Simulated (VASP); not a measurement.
# Tl (Im-3m) in VASP: notebook

Tl is run at these levels: BLYP; tasks: single point.

Program: VASP 6.6.1. These are calculated values, not measurements. Logs are shortened: lines on timing, memory, paths and dates and some standing lists are left out, and cuts for length are marked.

## 1. The cell of the first run

Symmetry: Im-3m, No. 229, cubic system. The conventional cell has a = 3.970 Å, b = 3.970 Å, c = 3.970 Å, α = 90.00°, β = 90.00°, γ = 90.00°. Tl (site symmetry m-3m) has 14 Tl at 3.44 to 3.97 Å within 4.5 Å.

## 2. Single point, BLYP (volume scaled by 0.88)

Input file INCAR:

```
SYSTEM = Tl
AGGAC = 1.0
AGGAX = 1.0
ALDAC = 0.0
ALDAX = 1.0
ALGO = Normal
EDIFF = 1E-7
ENCUT = 520
GGA = B5
ISIF = 2
ISMEAR = -1
LASPH = .True.
LCHARG = .False.
LREAL = .False.
LWAVE = .False.
NBANDS = 12
NELM = 60
PREC = Accurate
SIGMA = 0.1
```

Input file KPOINTS:

```
k-points
0
Gamma
  12 12 12
  0 0 0
```

Input file POSCAR:

```
Tl
1.0
   -1.9850044261      1.9850044261      1.9850044261
    1.9850044261     -1.9850044261      1.9850044261
    1.9850044261      1.9850044261     -1.9850044261
Tl
1
Direct
    0.0000000000      0.0000000000      0.0000000000
```

Potentials or basis: VASP PAW PBE potentials, release 64 (Tl_d).

Started as:

```
$ cat potpaw_PBE.64/Tl_d/POTCAR > POTCAR
$ mpirun -np 1 vasp_std > vasp.out
```

OUTCAR:

```text
SYSTEM = Tl
   EDIFF = 1E-7
   ENCUT = 520
   GGA = B5
   ISIF = 2
   ISMEAR = -1
   LASPH = .True.
   LREAL = .False.
   NELM = 60
   PREC = Accurate

 ion  position               nearest neighbor table
   1  0.000  0.000  0.000-

  LATTYP: Found a body centered cubic cell.
 ALAT       =     3.9700088522

  Lattice vectors:

 A1 = (  -1.9850044261,   1.9850044261,   1.9850044261)
 A2 = (   1.9850044261,  -1.9850044261,   1.9850044261)
 A3 = (   1.9850044261,   1.9850044261,  -1.9850044261)

Analysis of symmetry for initial positions (statically):
=====================================================================
 Subroutine PRICEL returns:
 Original cell was already a primitive cell.

 Routine SETGRP: Setting up the symmetry group for a
 body centered cubic supercell.

 Subroutine GETGRP returns: Found 48 space group operations
[... 9 lines left out ...]

 Routine SETGRP: Setting up the symmetry group for a
 body centered cubic supercell.

 Subroutine GETGRP returns: Found 48 space group operations
[... 11 lines left out ...]
                                     Primitive cell

  volume of cell :      31.2856

  direct lattice vectors                    reciprocal lattice vectors
    -1.985004426  1.985004426  1.985004426     0.000000000  0.251888607  0.251888607
     1.985004426 -1.985004426  1.985004426     0.251888607  0.000000000  0.251888607
     1.985004426  1.985004426 -1.985004426     0.251888607  0.251888607  0.000000000

  length of vectors
     3.438128519  3.438128519  3.438128519     0.356224284  0.356224284  0.356224284

  position of ions in fractional coordinates (direct lattice)
     0.000000000  0.000000000  0.000000000

  ion indices of the primitive-cell ions
   primitive index   ion index
                 1           1

----------------------------------------------------------------------------------------

 KPOINTS: k-points

Automatic generation of k-mesh.
 Grid dimensions read from file:
 generate k-points for:   12   12   12

 Generating k-lattice:

  Cartesian coordinates                     Fractional coordinates (reciprocal lattice)
     0.000000000  0.020990717  0.020990717     0.083333333  0.000000000  0.000000000
     0.020990717  0.000000000  0.020990717     0.000000000  0.083333333  0.000000000
     0.020990717  0.020990717  0.000000000     0.000000000  0.000000000  0.083333333

  Length of vectors
     0.029685357  0.029685357  0.029685357
[... 52 lines left out ...]
   ENCUT  =  520.0 eV  38.22 Ry    6.18 a.u.   6.39  6.39  6.39*2*pi/ulx,y,z
   NELM   =     60;   NELMIN=  2; NELMDL= -5     # of ELM steps
   EDIFF  = 0.1E-06   stopping-criterion for ELM
   LREAL  =      F    real-space projection
   EDIFFG = 0.1E-05   stopping-criterion for IOM
   NSW    =      0    number of steps for IOM
   IBRION =     -1    ionic relax: 0-MD 1-quasi-New 2-CG
   NFREE  =      0    steps in history (QN), initial steepest desc. (CG)
   ISIF   =      2    stress and relaxation
   ISYM   =      2    0-nonsym 1-usesym 2-fastsym
   POTIM  = 0.5000    time-step for ionic-motion
   TEBEG  =    0.0;   TEEND  =   0.0 temperature during run
   PSTRESS=    0.0 pullay stress
   NELECT =      13.0000    total number of electrons
   NUPDOWN=      -1.0000    fix difference up-down
   EMIN   =  10.00;   EMAX   =-10.00  energy-range for DOS
   EFERMI =   0.00;   METHOD = LEGACY
   ISMEAR =    -1;   SIGMA  =   0.10  broadening in eV -4-tet -1-fermi 0-gaus
   EFERMI_NEDOS =   21; number of points for ismear=-14 and -15
   IALGO  =     38    algorithm
   IMIX   =      4    mixing-type and parameters
     AMIX     =   0.40;   BMIX     =  1.00
     AMIX_MAG =   1.60;   BMIX_MAG =  1.00
  volume/ion in A,a.u.               =      31.29       211.13
  Fermi-wavevector in a.u.,A,eV,Ry     =   1.221634  2.308554 20.305196  1.492390
  Thomas-Fermi vector in A             =   2.356809
   LORBIT       =      0    0 simple, 1 ext, 2 COOP (PROOUT), +10 PAW based schemes
   GGA     = B5    functional components
   LHFCALC =     F    Hartree Fock is set to
   AEXX    =    0.0000 exact exchange contribution
   IVDW    =     0    specifies the selected vdW correction
   LEPSILON=     F    determine dielectric tensor
   LRPA    =     F    only Hartree local field effects (RPA)
 non-spin polarized calculation
  energy-cutoff  :      520.00
  volume of cell :       31.29
 maximum number of plane-waves:       887
 NGX is ok and might be reduce to    28
   NGX = 13   NGY = 13   NGZ = 13

 number of electron      12.9999998 magnetization

 Free energy of the ion-electron system (eV)
  ---------------------------------------------------
  ext. energy  EPLUGINS =         0.00000000
  ---------------------------------------------------
  free energy    TOTEN  =        -1.67545388 eV

  energy without entropy =       -1.65399773  energy(sigma->0) =       -1.66472581

 E-fermi :   6.1510     XC(G=0):  -9.1966

 val. band max:        6.1486575837   @ k =   0.2500   0.1667   0.0833
 cond. band min:       6.1689627518   @ k =  -0.4167   0.4167   0.2500
 fundamental gap:      0.0203051681
 Fermi energy:         6.1509784787

 k-point     1 :       0.0000    0.0000    0.0000
  band No.  band energies     occupation
      1      -5.4449      2.00000
      2      -5.4449      2.00000
      3      -5.4449      2.00000
      4      -5.0919      2.00000
      5      -5.0919      2.00000
      6      -3.3381      2.00000
      7      15.8188      0.00000
      8      15.8188      0.00000
      9      15.8188      0.00000
     10      18.5267      0.00000
     11      18.5267      0.00000
     12      18.5267      0.00000
[... 331 lines left out ...]
 k-point    24 :       0.4167    0.0833    0.0833
  band No.  band energies     occupation
      1      -5.5621      2.00000
      2      -5.4867      2.00000
      3      -5.1090      2.00000
      4      -5.0927      2.00000
      5      -4.9416      2.00000
      6       1.0938      2.00000
      7       4.2345      2.00000
      8       9.8589      0.00000
      9      11.4707      0.00000
     10      18.0488      0.00000
     11      18.9179      0.00000
     12      22.3143      0.00000

 [... further k-points ...]
[... 5 lines left out ...]
  --------------------------------------------------------------------------------------
  -------------------------------------------------------------------------------------
  Total        0.6369696      0.6369696      0.6369696      0.0000000      0.0000000      0.0000000
  in kB       32.6200686     32.6200686     32.6200686      0.0000000      0.0000000      0.0000000
  external PRESSURE =      32.6200686 kB  Pullay stress =       0.0000000 kB

 VOLUME and BASIS-vectors are now :
 -----------------------------------------------------------------------------
  energy-cutoff  :      520.00
  volume of cell :       31.29
      direct lattice vectors                 reciprocal lattice vectors
    -1.985004426  1.985004426  1.985004426     0.000000000  0.251888607  0.251888607
     1.985004426 -1.985004426  1.985004426     0.251888607  0.000000000  0.251888607
     1.985004426  1.985004426 -1.985004426     0.251888607  0.251888607  0.000000000

 POSITION                                       TOTAL-FORCE (eV/Angst)
 -----------------------------------------------------------------------------------
      0.00000      0.00000      0.00000        -0.000000      0.000000      0.000000
 -----------------------------------------------------------------------------------
    total drift:                               -0.000000     -0.000000      0.000000

  FREE ENERGIE OF THE ION-ELECTRON SYSTEM (eV)
  ---------------------------------------------------
  free  energy   TOTEN  =        -1.6754538838 eV

  energy  without entropy=       -1.6539977270  energy(sigma->0) =       -1.66472581
```

It took 31 s on 1 thread of AMD EPYC 7R43 (Zen 3), shared host; peak memory 0.13 GiB.

What came out:

- Free energy: -1.6755 eV
- Pressure: 3.3 GPa

Caveat: the cell differs from its parent crystal (volume scaled by 0.88); the PAW data sets were made with another functional, which shifts forces and pressure a little; spin-orbit coupling is left out, which moves the levels of the heavy elements.

## 3. Single point, BLYP (volume scaled by 0.96)

Input file INCAR:

```
SYSTEM = Tl
AGGAC = 1.0 ; AGGAX = 1.0
ALDAC = 0.0 ; ALDAX = 1.0
ALGO = Normal ; EDIFF = 1E-7
ENCUT = 520 ; GGA = B5
ISIF = 2 ; ISMEAR = -1
LASPH = .True. ; LCHARG = .False.
LREAL = .False. ; LWAVE = .False.
NBANDS = 12 ; NELM = 80
PREC = Accurate ; SIGMA = 0.1
```

KPOINTS is that of step 2.

Input file POSCAR:

```
Tl
1.0
   -2.0434201256      2.0434201256      2.0434201256
    2.0434201256     -2.0434201256      2.0434201256
    2.0434201256      2.0434201256     -2.0434201256
Tl
1
Direct
    0.0000000000      0.0000000000      0.0000000000
```

Potentials or basis: VASP PAW PBE potentials, release 64 (Tl_d).

Started as:

```
$ cat potpaw_PBE.64/Tl_d/POTCAR > POTCAR
$ mpirun -np 1 vasp_std > vasp.out
```

Wall time 30 s (1 thread of AMD EPYC 7R43 (Zen 3), shared host); peak memory 0.14 GiB.

The run converged. Its results:

```yaml
Free_energy: -1.7116 eV
Pressure: 0.8 GPa
```

Levels at points of the mesh, in eV from the Fermi level:
```csv
k point,band 4,band 5,band 6,band 7,band 8,band 9
"(0.00, 0.00, 0.00)",-11.24,-11.24,-9.01,8.81,8.81,8.81
"(0.50, 0.00, 0.00)",-11.25,-11.06,-5.26,-2.03,4.92,6.50
"(0.50, 0.50, 0.50)",-11.10,-11.10,-2.72,1.37,1.37,1.37
```

Caveat: the cell differs from its parent crystal (volume scaled by 0.96); the PAW data sets were made with another functional, which shifts forces and pressure a little; spin-orbit coupling is left out, which moves the levels of the heavy elements.

## 4. Single point, BLYP

This run uses another cell than the first one, of 35.55 Å³/atom, 1.136 times its volume.

Input file INCAR:

```
SYSTEM = Tl
PREC     = Accurate       ! precision mode
ENCUT    = 520            ! plane-wave cutoff, eV
EDIFF    = 1E-7           ! SCF threshold, eV
ISMEAR   = -1             ! smearing method
SIGMA    = 0.1            ! smearing width, eV
LREAL    = .False.        ! projectors in reciprocal space
LASPH    = .True.         ! aspherical terms in the spheres
NELM     = 100            ! most SCF steps
ALGO     = Normal         ! electronic algorithm
ISIF     = 2              ! what is computed and relaxed
LWAVE    = .False.        ! write WAVECAR
LCHARG   = .False.        ! write CHGCAR
GGA      = B5             ! functional
ALDAX    = 1.0          
AGGAX    = 1.0          
AGGAC    = 1.0          
ALDAC    = 0.0          
NBANDS   = 12             ! bands
```

Input file KPOINTS:

```
Automatic mesh
0
Gamma
  12 12 12
  0 0 0
```

Input file POSCAR:

```
Tl
1.0
   -2.0714156610      2.0714156610      2.0714156610
    2.0714156610     -2.0714156610      2.0714156610
    2.0714156610      2.0714156610     -2.0714156610
Tl
1
Direct
    0.0000000000      0.0000000000      0.0000000000
```

Started as:

```
$ cat potpaw_PBE.64/Tl_d/POTCAR > POTCAR
$ mpirun -np 1 vasp_std > vasp.out
```

Wall time 30 s (1 thread of AMD EPYC 7R43 (Zen 3), shared host); peak memory 0.14 GiB.

The run converged. Its results:

```
Free energy : -1.7159 eV
Pressure    : 0.0 GPa
```

Levels at points of the mesh, in eV from the Fermi level:
| k point | band 3 | band 4 | band 5 | band 6 | band 7 | band 8 | band 9 | band 10 |
| --- | --- | --- | --- | --- | --- | --- | --- | --- |
| (0.00, 0.00, 0.00) | -11.51 | -11.25 | -11.25 | -8.81 | 8.43 | 8.43 | 8.43 | 11.99 |
| (0.50, 0.00, 0.00) | -11.27 | -11.26 | -11.09 | -5.30 | -1.92 | 4.75 | 6.32 | 8.80 |
| (0.50, 0.50, 0.50) | -11.13 | -11.13 | -11.13 | -2.92 | 1.35 | 1.35 | 1.35 | 6.17 |

Caveat: the PAW data sets were made with another functional, which shifts forces and pressure a little; spin-orbit coupling is left out, which moves the levels of the heavy elements.

## 5. Single point, BLYP

This run uses another cell than the first one, of 35.55 Å³/atom, 1.136 times its volume.

Input file INCAR:

```
PREC     = Accurate       # precision mode
ENCUT    = 520            # plane-wave cutoff, eV
EDIFF    = 1E-6           # SCF threshold, eV
ISMEAR   = -1             # smearing method
SIGMA    = 0.1            # smearing width, eV
LREAL    = False          # projectors in reciprocal space
LASPH    = True           # aspherical terms in the spheres
NELM     = 80             # most SCF steps
ALGO     = Normal         # electronic algorithm
ISIF     = 2              # what is computed and relaxed
LWAVE    = False          # write WAVECAR
LCHARG   = False          # write CHGCAR
GGA      = B5             # functional
ALDAX    = 1.0          
AGGAX    = 1.0          
AGGAC    = 1.0          
ALDAC    = 0.0          
NBANDS   = 12             # bands
```

Input file KPOINTS:

```
Automatic mesh
0
Gamma
  12 12 12
```

POSCAR is that of step 4.

Started as:

```
$ cat potpaw_PBE.64/Tl_d/POTCAR > POTCAR
$ mpirun -np 1 vasp_std > vasp.out
```

Wall time 30 s (1 thread of AMD EPYC 7R43 (Zen 3), shared host); peak memory 0.14 GiB.

Results (log left out):

| Property | Result |
| --- | --- |
| Free energy | -1.7159 eV |
| Pressure | 0.0 GPa |

Levels at points of the mesh, in eV from the Fermi level:
```
           k point  band 2  band 3  band 4  band 5  band 6  band 7  band 8  band 9  band 10  band 11
(0.00, 0.00, 0.00)  -11.51  -11.51  -11.25  -11.25   -8.81    8.43    8.43    8.43    11.99    11.99
(0.50, 0.00, 0.00)  -11.55  -11.27  -11.26  -11.09   -5.30   -1.92    4.75    6.32     8.80    10.11
(0.50, 0.50, 0.50)  -11.60  -11.13  -11.13  -11.13   -2.92    1.35    1.35    1.35     6.17     6.17
```

Caveat: the PAW data sets were made with another functional, which shifts forces and pressure a little; spin-orbit coupling is left out, which moves the levels of the heavy elements.

## 6. Single point, BLYP (volume scaled by 1.04)

Input file INCAR:

```
SYSTEM = Tl
PREC     = Accurate       ! precision mode
ENCUT    = 520            ! plane-wave cutoff, eV
EDIFF    = 1E-6           ! SCF threshold, eV
ISMEAR   = -1             ! smearing method
SIGMA    = 0.1            ! smearing width, eV
LREAL    = .FALSE.        ! projectors in reciprocal space
LASPH    = .TRUE.         ! aspherical terms in the spheres
NELM     = 80             ! most SCF steps
ALGO     = Normal         ! electronic algorithm
ISIF     = 2              ! what is computed and relaxed
LWAVE    = .FALSE.        ! write WAVECAR
LCHARG   = .TRUE.         ! write CHGCAR
GGA      = B5             ! functional
ALDAX    = 1.0          
AGGAX    = 1.0          
AGGAC    = 1.0          
ALDAC    = 0.0          
LELF     = .TRUE.         ! ELF
LVHAR    = .TRUE.       
NBANDS   = 12             ! bands
```

Input file KPOINTS:

```
regular mesh
0
G
  12 12 12
  0 0 0
```

Input file POSCAR:

```
Tl
1.0
   -2.0986742562      2.0986742562      2.0986742562
    2.0986742562     -2.0986742562      2.0986742562
    2.0986742562      2.0986742562     -2.0986742562
Tl
1
Direct
    0.0000000000      0.0000000000      0.0000000000
```

Potentials or basis: VASP PAW PBE potentials, release 64 (Tl_d).

Started as:

```
$ cat potpaw_PBE.64/Tl_d/POTCAR > POTCAR
$ mpirun -np 1 vasp_std > vasp.out
```

Run time: 32 s. Hardware: 1 thread of AMD EPYC 7R43 (Zen 3), shared host; peak memory 0.13 GiB.

Results (log left out):

```
Free energy : -1.7138 eV
Pressure    : -0.6 GPa
```

Levels at points of the mesh, in eV from the Fermi level:
| k point | band 3 | band 4 | band 5 | band 6 | band 7 | band 8 | band 9 | band 10 |
| --- | --- | --- | --- | --- | --- | --- | --- | --- |
| (0.00, 0.00, 0.00) | -11.50 | -11.27 | -11.27 | -8.63 | 8.08 | 8.08 | 8.08 | 11.86 |
| (0.50, 0.00, 0.00) | -11.28 | -11.27 | -11.12 | -5.33 | -1.81 | 4.58 | 6.14 | 8.53 |
| (0.50, 0.50, 0.50) | -11.16 | -11.16 | -11.16 | -3.11 | 1.33 | 1.33 | 1.33 | 6.05 |

Caveat: the cell differs from its parent crystal (volume scaled by 1.04); the PAW data sets were made with another functional, which shifts forces and pressure a little; spin-orbit coupling is left out, which moves the levels of the heavy elements.

## 7. Summary

```csv
cell,gap on the mesh (eV),pressure (GPa)
"a = 3.438 Å, angles 109.5°, 1 atom",none,3.3
"a = 3.539 Å, angles 109.5°, 1 atom",none,0.8
"a = 3.588 Å, angles 109.5°, 1 atom",none,0.0
"a = 3.635 Å, angles 109.5°, 1 atom",none,-0.6
```

Alike in all rows: task single point; level BLYP; potentials or basis VASP PAW PBE potentials, release 64 (Tl_d); no spin polarisation; k mesh 12 × 12 × 12; cutoff (eV) 520; smearing fermi-dirac 0.1 eV.

Caveats: the PAW data sets were made with another functional, which shifts forces and pressure a little; spin-orbit coupling is left out, which moves the levels of the heavy elements.

Total energies depend on the potentials used, so only differences within one code and one set of settings carry meaning.
